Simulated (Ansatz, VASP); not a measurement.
Given: the input of a run of VASP 6.6.1 on PbSe.

File POSCAR:

```
PbSe
1.0
    3.8341214214      0.0000000000      0.0000000000
    0.0000000000      3.8341214214      0.0000000000
    0.0000000000      0.0000000000      3.8341214214
Pb Se
1 1
Direct
    0.0000000000      0.0000000000      0.0000000000
    0.5000000000      0.5000000000      0.5000000000
```

The input INCAR.step1:

```
SYSTEM = PbSe
PREC     = Accurate       ! precision mode
ENCUT    = 520            ! plane-wave cutoff, eV
EDIFF    = 1E-5           ! SCF threshold, eV
ISMEAR   = -1             ! smearing method
SIGMA    = 0.05           ! smearing width, eV
LREAL    = .False.        ! projectors in reciprocal space
LASPH    = .True.         ! aspherical terms in the spheres
NELM     = 80             ! most SCF steps
ALGO     = Normal         ! electronic algorithm
ISIF     = 2              ! what is computed and relaxed
LWAVE    = .True.         ! write WAVECAR
GGA      = PE             ! functional
NBANDS   = 17             ! bands
```

File INCAR.step2:

```
SYSTEM = PbSe
PREC     = Accurate       ! precision mode
ENCUT    = 520            ! plane-wave cutoff, eV
EDIFF    = 1E-7           ! SCF threshold, eV
ISMEAR   = -1             ! smearing method
SIGMA    = 0.05           ! smearing width, eV
LREAL    = .False.        ! projectors in reciprocal space
LASPH    = .True.         ! aspherical terms in the spheres
NELM     = 80             ! most SCF steps
ALGO     = Normal         ! electronic algorithm
ISIF     = 2              ! what is computed and relaxed
LWAVE    = .False.        ! write WAVECAR
LCHARG   = .True.         ! write CHGCAR
GGA      = PE             ! functional
LHFCALC  = .True.         ! exact exchange
HFSCREEN = 0.2079         ! screening, 1/A
PRECFOCK = Normal       
LELF     = .True.         ! ELF
LVHAR    = .True.       
ISTART   = 1            
NBANDS   = 17             ! bands
```

File KPOINTS:

```
regular mesh
0
Gamma
  4 4 4
  0 0 0
```

Potentials or basis: VASP PAW PBE potentials, release 64 (Pb_d, Se).

Run with:

```sh
$ cat potpaw_PBE.64/Pb_d/POTCAR potpaw_PBE.64/Se/POTCAR > POTCAR
$ cp INCAR.step1 INCAR
$ mpirun -np 1 vasp_std > vasp.out
$ cp INCAR.step2 INCAR
$ mpirun -np 1 vasp_std > vasp.out
```

Set up the same calculation for Ansatz 0.2.0. Potentials there: Ansatz PAW.

As run (the cutoff follows the program's own potentials):

Contents of input:

```
crystal:
  lattice:
    - [3.8341214214, 0.0, 0.0]
    - [0.0, 3.8341214214, 0.0]
    - [0.0, 0.0, 3.8341214214]
  atoms:
    - { symbol: Pb, position: [0.0, 0.0, 0.0] }
    - { symbol: Se, position: [0.5, 0.5, 0.5] }
hamiltonian:
  xc: hse06
  pseudopotentials: { kind: paw }
kpoints:
  mp_grid: { grid: [4, 4, 4] }
scf:
  occupations: { method: fermi_dirac, width: 0.05 }
output:
  forces: true
  stress: true
  eigenvalues: true
```

Both were run:

|  | VASP | Ansatz | Ansatz less VASP |
| --- | --- | --- | --- |
| gap on the k mesh at the Fermi level (eV) | none | none | - |
| pressure (GPa) | -2.9 | -2.8 | +0.09 |

A gap of «none» marks a metal or a gap that the smearing closes. With one functional, cell and mesh, what is left measures potentials, basis and numerics. VASP's potentials hold 20 valence electrons a cell and Ansatz's 30, so a difference there can come from the potentials and not from the codes.

The k mesh is coarse, so the values compare programs but aren't converged. Neither program's run includes spin-orbit coupling.
